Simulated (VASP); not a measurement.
Here is a VASP 6.6.1 calculation.

Contents of INCAR:

```
PREC = Accurate
ENCUT = 520
EDIFF = 1E-6
ISMEAR = 0
SIGMA = 0.1
LREAL = F
LASPH = T
NELM = 150
ALGO = Normal
ISIF = 2
LWAVE = F
LCHARG = T
ISPIN = 2
MAGMOM = 0.74 0.74 0.74 0.74
LORBIT = 11
LMAXMIX = 4
GGA = PE
LELF = T
LVHAR = T
NBANDS = 32
```

File KPOINTS:

```
regular mesh
0
Gamma
  21 21 6
```

The input POSCAR:

```
Ni
1.0
    2.4861578563      0.0000000000      0.0000000000
   -1.2430789282      2.1530758613      0.0000000000
    0.0000000000      0.0000000000      8.1499947456
Ni
4
Direct
    0.0000000000      0.0000000000      0.0000000000
    0.0000000000      0.0000000000      0.5000000000
    0.3333333333      0.6666666667      0.7500000000
    0.6666666667      0.3333333333      0.2500000000
```

Potentials or basis: VASP PAW PBE potentials, release 64 (Ni).

Command:

```sh
$ cat potpaw_PBE.64/Ni/POTCAR > POTCAR
$ mpirun -np 1 vasp_std > vasp.out
```

**Question.** Estimate the pressure.

**Answer.** -0.1 GPa.

**Question.** Predict the net moment.

**Answer.** 2.52 μB per cell.
